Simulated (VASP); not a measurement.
# SiW16 in VASP: single point with PBE

Aim: the single point of SiW16 with PBE.

Program: VASP 6.6.1. These are calculated values, not measurements. Logs are shortened: lines on timing, memory, paths and dates and some standing lists are left out, and cuts for length are marked.

### Step 1. The cell of the first run

The cell holds a slab with vacuum, 17 atoms: a = 6.367 Å, b = 6.367 Å, c = 20.143 Å, α = 90.00°, β = 90.00°, γ = 90.00°.

### Step 2. Single point, PBE

INCAR reads:

```
SYSTEM = SiW16
PREC = Accurate
ENCUT = 520
EDIFF = 1E-6
ISMEAR = 0
SIGMA = 0.1
LREAL = Auto
LASPH = .True.
NELM = 60
ALGO = Normal
ISIF = 2
LWAVE = .False.
LCHARG = .False.
LDIPOL = .True.
IDIPOL = 3
DIPOL = 0.5 0.5 0.327
GGA = PE
NBANDS = 128
```

KPOINTS reads:

```
Automatic mesh
0
Gamma
  4 4 1
  0 0 0
```

POSCAR reads:

```
SiW16
1.0
    6.3673983380      0.0000000000      0.0000000000
    0.0000000000      6.3673983380      0.0000000000
    0.0000000000      0.0000000000     20.1425770443
W Si
16 1
Direct
    0.2500000000      0.2500000000      0.1985843217
    0.2500000000      0.7500000000      0.1985843217
    0.7500000000      0.2500000000      0.1985843217
    0.7500000000      0.7500000000      0.1985843217
    0.0000000000      0.0000000000      0.2776134142
    0.0000000000      0.5000000000      0.2776134142
    0.5000000000      0.0000000000      0.2776134142
    0.5000000000      0.5000000000      0.2776134142
    0.2500000000      0.2500000000      0.3599451664
    0.2500000000      0.7500000000      0.3599451664
    0.7500000000      0.2500000000      0.3599451664
    0.7500000000      0.7500000000      0.3599451664
    0.0000000000      0.0000000000      0.4290700751
    0.0000000000      0.5000000000      0.4290700751
    0.5000000000      0.0000000000      0.4290700751
    0.5000000000      0.5000000000      0.4290700751
    0.2500000000      0.2500000000      0.4908700021
```

Potentials or basis: VASP PAW PBE potentials, release 64 (W_sv, Si).

Started as:

```bash
$ cat potpaw_PBE.64/W_sv/POTCAR potpaw_PBE.64/Si/POTCAR > POTCAR
$ mpirun -np 1 vasp_std > vasp.out
```

OUTCAR:

```text
SYSTEM = SiW16
   PREC = Accurate
   ENCUT = 520
   EDIFF = 1E-6
   ISMEAR = 0
   LREAL = Auto
   LASPH = .True.
   NELM = 60
   ISIF = 2
   GGA = PE

 ion  position               nearest neighbor table
   1  0.250  0.250  0.199-   5 2.76   6 2.76   7 2.76   8 2.76   2 3.18   3 3.18   2 3.18   3 3.18
                             9 3.25
   2  0.250  0.750  0.199-   5 2.76   6 2.76   7 2.76   8 2.76   1 3.18   4 3.18   1 3.18   4 3.18
                            10 3.25
   3  0.750  0.250  0.199-   5 2.76   6 2.76   7 2.76   8 2.76   1 3.18   4 3.18   4 3.18   1 3.18
                            11 3.25
   4  0.750  0.750  0.199-   5 2.76   6 2.76   7 2.76   8 2.76   2 3.18   3 3.18   3 3.18   2 3.18
                            12 3.25
   5  0.000  0.000  0.278-   1 2.76   2 2.76   3 2.76   4 2.76   9 2.80  10 2.80  11 2.80  12 2.80
                            13 3.05   7 3.18   6 3.18   6 3.18   7 3.18
   6  0.000  0.500  0.278-   1 2.76   2 2.76   3 2.76   4 2.76   9 2.80  10 2.80  11 2.80  12 2.80
                            14 3.05   8 3.18   5 3.18   5 3.18   8 3.18
   7  0.500  0.000  0.278-   1 2.76   2 2.76   3 2.76   4 2.76   9 2.80  10 2.80  11 2.80  12 2.80
                            15 3.05   8 3.18   5 3.18   8 3.18   5 3.18
   8  0.500  0.500  0.278-   1 2.76   2 2.76   3 2.76   4 2.76   9 2.80  10 2.80  11 2.80  12 2.80
                            16 3.05   7 3.18   6 3.18   7 3.18   6 3.18
   9  0.250  0.250  0.360-  17 2.64  14 2.65  15 2.65  16 2.65  13 2.65   6 2.80   7 2.80   8 2.80
                             5 2.80  11 3.18  10 3.18  10 3.18  11 3.18   1 3.25
  10  0.250  0.750  0.360-  13 2.65  14 2.65  15 2.65  16 2.65   5 2.80   6 2.80   7 2.80   8 2.80
                             9 3.18  12 3.18   9 3.18  12 3.18   2 3.25
  11  0.750  0.250  0.360-  13 2.65  14 2.65  15 2.65  16 2.65   5 2.80   6 2.80   7 2.80   8 2.80
                             9 3.18  12 3.18  12 3.18   9 3.18   3 3.25
  12  0.750  0.750  0.360-  13 2.65  14 2.65  15 2.65  16 2.65   5 2.80   6 2.80   7 2.80   8 2.80
                            10 3.18  11 3.18  11 3.18  10 3.18   4 3.25
  13  0.000  0.000  0.429-  17 2.57  10 2.65  11 2.65  12 2.65   9 2.65   5 3.05  15 3.18  14 3.18
                            14 3.18  15 3.18
  14  0.000  0.500  0.429-  17 2.57  10 2.65  11 2.65  12 2.65   9 2.65   6 3.05  16 3.18  13 3.18
                            13 3.18  16 3.18
  15  0.500  0.000  0.429-  17 2.57  10 2.65  11 2.65  12 2.65   9 2.65   7 3.05  16 3.18  13 3.18
                            16 3.18  13 3.18
  16  0.500  0.500  0.429-  17 2.57  10 2.65  11 2.65  12 2.65   9 2.65   8 3.05  15 3.18  14 3.18
                            15 3.18  14 3.18
  17  0.250  0.250  0.491-  13 2.57  14 2.57  15 2.57  16 2.57   9 2.64

  LATTYP: Found a simple tetragonal cell.
 ALAT       =     6.3673983380
 C/A-ratio  =     3.1633920127

  Lattice vectors:

 A1 = (   6.3673983380,   0.0000000000,   0.0000000000)
 A2 = (   0.0000000000,   6.3673983380,   0.0000000000)
 A3 = (   0.0000000000,   0.0000000000,  20.1425770443)

Analysis of symmetry for initial positions (statically):
=====================================================================
 Subroutine PRICEL returns:
 Original cell was already a primitive cell.

 Routine SETGRP: Setting up the symmetry group for a
 simple tetragonal supercell.

 Subroutine GETGRP returns: Found  8 space group operations
 (whereof  2 operations were pure point group operations)
 out of a pool of 16 trial point group operations.

The static configuration has the point symmetry C_1h.
 The point group associated with its full space group is C_4v.

Analysis of symmetry for dynamics (positions and initial velocities):
=====================================================================
 Subroutine PRICEL returns:
 Original cell was already a primitive cell.

 Routine SETGRP: Setting up the symmetry group for a
 simple tetragonal supercell.

 Subroutine GETGRP returns: Found  8 space group operations
 (whereof  2 operations were pure point group operations)
 out of a pool of 16 trial point group operations.

The dynamic configuration has the point symmetry C_1h.
 The point group associated with its full space group is C_4v.

 Subroutine INISYM returns: Found  8 space group operations
 (whereof  2 operations are pure point group operations),
 and found     1 'primitive' translations

----------------------------------------------------------------------------------------

                                     Primitive cell

  volume of cell :     816.6558

  direct lattice vectors                    reciprocal lattice vectors
     6.367398338  0.000000000  0.000000000     0.157050014  0.000000000  0.000000000
[... 63 lines left out ...]
  Shift w.r.t. Gamma in fractional coordinates (k-lattice)
     0.000000000  0.000000000  0.000000000

 Subroutine IBZKPT returns following result:
 ===========================================

 Found      6 irreducible k-points:

 Following reciprocal coordinates:
            Coordinates               Weight
  0.000000  0.000000  0.000000      1.000000
  0.250000  0.000000  0.000000      4.000000
  0.500000  0.000000  0.000000      2.000000
  0.250000  0.250000  0.000000      4.000000
  0.500000  0.250000  0.000000      4.000000
  0.500000  0.500000  0.000000      1.000000
   k-points           NKPTS =      6   k-points in BZ     NKDIM =      6   number of bands    NBANDS=    128
   number of dos      NEDOS =    301   number of ions     NIONS =     17
   total plane-waves  NPLWV = 345600
   dimension x,y,z NGX =    48 NGY =   48 NGZ =  150
   dimension x,y,z NGXF=    96 NGYF=   96 NGZF=  300
   ions per type =              16   1
   NGX,Y,Z   is equivalent  to a cutoff of  12.53, 12.53, 12.38 a.u.
   NGXF,Y,Z  is equivalent  to a cutoff of  25.06, 25.06, 24.76 a.u.
 SYSTEM =  SiW16
   PREC   = accura    normal or accurate (medium, high low for compatibility)
   ISTART =      0    job   : 0-new  1-cont  2-samecut
   ICHARG =      2    charge: 1-file 2-atom 10-const
   ISPIN  =      1    spin polarized calculation?
   LNONCOLLINEAR =      F non collinear calculations
   LSORBIT =      F    spin-orbit coupling
   LASPH  =      T    aspherical Exc in radial PAW
   ENCUT  =  520.0 eV  38.22 Ry    6.18 a.u.  11.84 11.84 37.45*2*pi/ulx,y,z
   NELM   =     60;   NELMIN=  2; NELMDL= -5     # of ELM steps
   EDIFF  = 0.1E-05   stopping-criterion for ELM
   LREAL  =      T    real-space projection
   EDIFFG = 0.1E-04   stopping-criterion for IOM
   NSW    =      0    number of steps for IOM
   IBRION =     -1    ionic relax: 0-MD 1-quasi-New 2-CG
   NFREE  =      0    steps in history (QN), initial steepest desc. (CG)
   ISIF   =      2    stress and relaxation
   ISYM   =      2    0-nonsym 1-usesym 2-fastsym
   POTIM  = 0.5000    time-step for ionic-motion
   TEBEG  =    0.0;   TEEND  =   0.0 temperature during run
   PSTRESS=    0.0 pullay stress
   NELECT =     228.0000    total number of electrons
   NUPDOWN=      -1.0000    fix difference up-down
   EMIN   =  10.00;   EMAX   =-10.00  energy-range for DOS
   EFERMI =   0.00;   METHOD = LEGACY
   ISMEAR =     0;   SIGMA  =   0.10  broadening in eV -4-tet -1-fermi 0-gaus
   EFERMI_NEDOS =   21; number of points for ismear=-14 and -15
   IALGO  =     38    algorithm
   IMIX   =      4    mixing-type and parameters
     AMIX     =   0.40;   BMIX     =  1.00
     AMIX_MAG =   1.60;   BMIX_MAG =  1.00
  volume/ion in A,a.u.               =      48.04       324.18
  Fermi-wavevector in a.u.,A,eV,Ry     =   1.069974  2.021959 15.576567  1.144845
  Thomas-Fermi vector in A             =   2.205670
   LORBIT       =      0    0 simple, 1 ext, 2 COOP (PROOUT), +10 PAW based schemes
   GGA     = PE    functional components
   LHFCALC =     F    Hartree Fock is set to
   AEXX    =    0.0000 exact exchange contribution
   IVDW    =     0    specifies the selected vdW correction
   LEPSILON=     F    determine dielectric tensor
   LRPA    =     F    only Hartree local field effects (RPA)
 non-spin polarized calculation
 Gauss-broadening in eV      SIGMA  =   0.10
  energy-cutoff  :      520.00
  volume of cell :      816.66
 maximum number of plane-waves:     22040
 NGX is ok and might be reduce to    48
   NGX = 23   NGY = 23   NGZ = 75

 dipolmoment           0.000000      0.000000     -0.015305 electrons x Angstroem

 number of electron     227.9999966 magnetization

 dipolmoment           0.000000      0.000000      0.066572 electrons x Angstroem

 Free energy of the ion-electron system (eV)
  ---------------------------------------------------
  ext. energy  EPLUGINS =         0.00000000
  ---------------------------------------------------
  free energy    TOTEN  =      -193.97678781 eV

  energy without entropy =     -193.84210318  energy(sigma->0) =     -193.90944549

 E-fermi :   0.8144     XC(G=0):  -5.6069

 val. band max:        0.7958535812   @ k =   0.2500   0.0000   0.0000
 cond. band min:       0.8235144935   @ k =   0.0000   0.0000   0.0000
 fundamental gap:      0.0276609123
 Fermi energy:         0.8143814269

 k-point     1 :       0.0000    0.0000    0.0000
  band No.  band energies     occupation
      1     -73.0729      2.00000
      2     -73.0105      2.00000
      3     -73.0105      2.00000
      4     -73.0024      2.00000
      5     -72.9965      2.00000
      6     -72.9905      2.00000
[... 763 lines left out ...]
    125       2.2397      0.00000
    126       2.3182      0.00000
 [bands above 126 left out]

------------------------ aborting loop because EDIFF is reached ----------------------------------------

 vacuum level on the upper side and lower side of the slab       (xc-potential included)        -0.004        -0.306

  FORCE on cell =-STRESS in cart. coord.  units (eV):
  Direction    XX          YY          ZZ          XY          YZ          ZX
  --------------------------------------------------------------------------------------
  -------------------------------------------------------------------------------------
  Total      -20.6197222    -20.6197222     -9.0172538     -0.0000000     -0.0000000      0.0000000
  in kB      -40.4533339    -40.4533339    -17.6907319     -0.0000000     -0.0000000      0.0000000
  external PRESSURE =     -32.8657999 kB  Pullay stress =       0.0000000 kB

 VOLUME and BASIS-vectors are now :
 -----------------------------------------------------------------------------
  energy-cutoff  :      520.00
  volume of cell :      816.66
      direct lattice vectors                 reciprocal lattice vectors
     6.367398338  0.000000000  0.000000000     0.157050014  0.000000000  0.000000000
     0.000000000  6.367398338  0.000000000     0.000000000  0.157050014  0.000000000
     0.000000000  0.000000000 20.142577044     0.000000000  0.000000000  0.049646080

 POSITION                                       TOTAL-FORCE (eV/Angst)
 -----------------------------------------------------------------------------------
      1.59185      1.59185      4.00000        -0.000000      0.000000      2.130023
      1.59185      4.77555      4.00000        -0.000000      0.000000      2.158731
      4.77555      1.59185      4.00000        -0.000000     -0.000000      2.158731
      4.77555      4.77555      4.00000        -0.000000      0.000000      1.919165
      0.00000      0.00000      5.59185        -0.076416     -0.076416     -2.098109
      0.00000      3.18370      5.59185        -0.076416      0.076416     -2.098109
[... 9 lines left out ...]
      3.18370      3.18370      8.64258        -0.030460     -0.030460      0.798385
      1.59185      1.59185      9.88739        -0.000000     -0.000000      0.009388
 -----------------------------------------------------------------------------------
    total drift:                               -0.000000     -0.000000      0.009294

  FREE ENERGIE OF THE ION-ELECTRON SYSTEM (eV)
  ---------------------------------------------------
  free  energy   TOTEN  =      -193.9767878090 eV

  energy  without entropy=     -193.8421031780  energy(sigma->0) =     -193.90944549

 vacuum level on the upper side and lower side of the slab         5.180         4.859
```

It took 35 min on 1 thread of Intel Xeon Platinum 8488C (Sapphire Rapids), shared host; peak memory 0.9 GiB.

What came out:

```yaml
Free_energy: -193.9768 eV
Largest_force: 2.159 eV/Å
Band_gap_on_the_k_mesh: zero (bands 114 and 115 overlap by 0.12 eV)
```

Forces on the atoms (eV/Å):
```
W    0.000  0.000  2.130
W    0.000  0.000  2.159
W    0.000  0.000  2.159
W    0.000  0.000  1.919
W   -0.076 -0.076 -2.098
W   -0.076  0.076 -2.098
W    0.076 -0.076 -2.098
W    0.076  0.076 -2.098
W    0.000  0.000 -1.484
W    0.000  0.000 -0.431
W    0.000  0.000 -0.431
W    0.000  0.000 -0.831
W    0.030  0.030  0.798
W    0.030 -0.030  0.798
W   -0.030  0.030  0.798
W   -0.030 -0.030  0.798
Si   0.000  0.000  0.009
```

Levels at points of the mesh, in eV from the Fermi level:
| k point | band 111 | band 112 | band 113 | band 114 | band 115 | band 116 | band 117 | band 118 |
| --- | --- | --- | --- | --- | --- | --- | --- | --- |
| (0.00, 0.00, 0.00) | -0.21 | -0.21 | 0.01 | 0.01 | 0.53 | 0.53 | 0.68 | 0.81 |
| (0.50, 0.00, 0.00) | -0.20 | -0.20 | -0.12 | -0.10 | -0.04 | -0.03 | 0.63 | 0.74 |
| (0.50, 0.50, 0.00) | -0.61 | -0.34 | -0.08 | -0.03 | -0.03 | -0.02 | 0.03 | 0.33 |

Caveat: spin-orbit coupling is left out, which moves the levels of the heavy elements.

The gap in the log of VASP goes by the Fermi energy; the results here count the filled bands.